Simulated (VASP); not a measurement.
Input of a VASP 6.6.1 run:

The input INCAR:

```
SYSTEM = CdO
PREC = Accurate
ENCUT = 600
EDIFF = 1E-6
ISMEAR = 0
SIGMA = 0.1
LREAL = .False.
LASPH = .True.
NELM = 120
ALGO = Normal
ISIF = 2
LWAVE = .False.
LCHARG = .False.
GGA = PE
NBANDS = 16
GGA_COMPAT = .False.
```

Contents of KPOINTS:

```
Automatic mesh
0
Gamma
  16 16 16
  0 0 0
```

POSCAR

```
CdO
1.0
    0.0000000000      2.3791220985      2.3791220985
    2.3791220985      0.0000000000      2.3791220985
    2.3791220985      2.3791220985      0.0000000000
Cd O
1 1
Direct
    0.0000000000      0.0000000000      0.0000000000
    0.5000000000      0.5000000000      0.5000000000
```

Potentials or basis: VASP PAW PBE potentials, release 64 (Cd, O).

Command:

```console
$ cat potpaw_PBE.64/Cd/POTCAR potpaw_PBE.64/O/POTCAR > POTCAR
$ mpirun -np 1 vasp_std > vasp.out
```

(1) Predict the band gap on the k mesh.

(2) Predict the pressure.

Answers

(1) zero (bands 9 and 10 overlap by 0.50 eV).

(2) 1.8 GPa.

Caveat: the cell differs from its parent crystal (strained); semilocal functionals underestimate gaps, so a narrow gap can read as zero.
